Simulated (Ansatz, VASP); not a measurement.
One calculation of Zr, two programs

The input INCAR:

```
PREC     = Accurate       # precision mode
ENCUT    = 520            # plane-wave cutoff, eV
EDIFF    = 1E-8           # SCF threshold, eV
ISMEAR   = -1             # smearing method
SIGMA    = 0.08           # smearing width, eV
LREAL    = F              # projectors in reciprocal space
LASPH    = T              # aspherical terms in the spheres
NELM     = 80             # most SCF steps
ALGO     = Normal         # electronic algorithm
ISIF     = 2              # what is computed and relaxed
LWAVE    = F              # write WAVECAR
LCHARG   = F              # write CHGCAR
GGA      = PS             # functional
LEFG     = T            
NBANDS   = 12             # bands
```

KPOINTS

```
Automatic mesh
0
Gamma
  14 14 14
```

POSCAR

```
Zr
1.0
   -1.8396774058      1.8396774058      1.8396774058
    1.8396774058     -1.8396774058      1.8396774058
    1.8396774058      1.8396774058     -1.8396774058
Zr
1
Direct
    0.0000000000      0.0000000000      0.0000000000
```

Input for Ansatz:

```yaml
crystal:
  lattice:
    - [-1.8396774058, 1.8396774058, 1.8396774058]
    - [1.8396774058, -1.8396774058, 1.8396774058]
    - [1.8396774058, 1.8396774058, -1.8396774058]
  atoms:
    - { symbol: Zr, position: [0.0, 0.0, 0.0] }
kpoints:
  mp_grid: { grid: [14, 14, 14] }
scf:
  occupations: { method: fermi_dirac, width: 0.08 }
hamiltonian:
  xc: pbesol
  pseudopotentials: { kind: all_electron, datasets: crystal }
output:
  forces: true
  stress: true
  eigenvalues: true
  efg: { contact_densities: true }
```

Change from the starting cell: volume scaled by 1.05, crystal datasets.

Alike in both runs: task electric field gradients; functional PBEsol; k mesh 14 × 14 × 14; occupations fermi-dirac, width 0.08 eV; no spin polarisation.

```csv
,VASP,Ansatz
version,VASP 6.6.1,Ansatz 0.2.0
potentials or method,"VASP PAW PBE potentials, release 64 (Zr_sv), cutoff 520 eV","all-electron PAW with datasets made for the crystal, scalar-relativistic"
```

```csv
,VASP,Ansatz,Ansatz less VASP
pressure (GPa),-9.8,-9.8,-0.03
```

VASP's potentials were made for PBE, not for PBEsol. Ansatz ran all-electron here, and VASP with PAW potentials.
